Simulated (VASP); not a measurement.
Input of a VASP 6.6.1 run:

File INCAR:

```
SYSTEM = Nb
ALGO     = Normal         ! electronic algorithm
EDIFF    = 1E-6           ! SCF threshold, eV
ENCUT    = 500            ! plane-wave cutoff, eV
GGA      = PE             ! functional
GGA_COMPAT= .False.      
ISIF     = 2              ! what is computed and relaxed
ISMEAR   = -1             ! smearing method
LASPH    = .True.         ! aspherical terms in the spheres
LCHARG   = .False.        ! write CHGCAR
LREAL    = .False.        ! projectors in reciprocal space
LWAVE    = .False.        ! write WAVECAR
NBANDS   = 12             ! bands
NELM     = 120            ! most SCF steps
PREC     = Accurate       ! precision mode
SIGMA    = 0.1            ! smearing width, eV
```

File KPOINTS:

```
k-points
0
Gamma
  16 16 16
  0 0 0
```

File POSCAR:

```
Nb
1.0
    2.5055859327      0.0000000000      0.0000000000
    0.0000000000      2.5055859327      0.0000000000
    0.0000000000      0.0000000000      2.5055859327
Nb
1
Direct
    0.0000000000      0.0000000000      0.0000000000
```

Potentials or basis: VASP PAW PBE potentials, release 64 (Nb_sv).

The run is started by

```sh
$ cat potpaw_PBE.64/Nb_sv/POTCAR > POTCAR
$ mpirun -np 1 vasp_std > vasp.out
```

What does it give for the band gap on the k mesh?

Zero (an odd number of electrons rules out a gap without spin polarisation).

Estimate the pressure.

51.4 GPa.

Caveat: the cell stands under pressure.
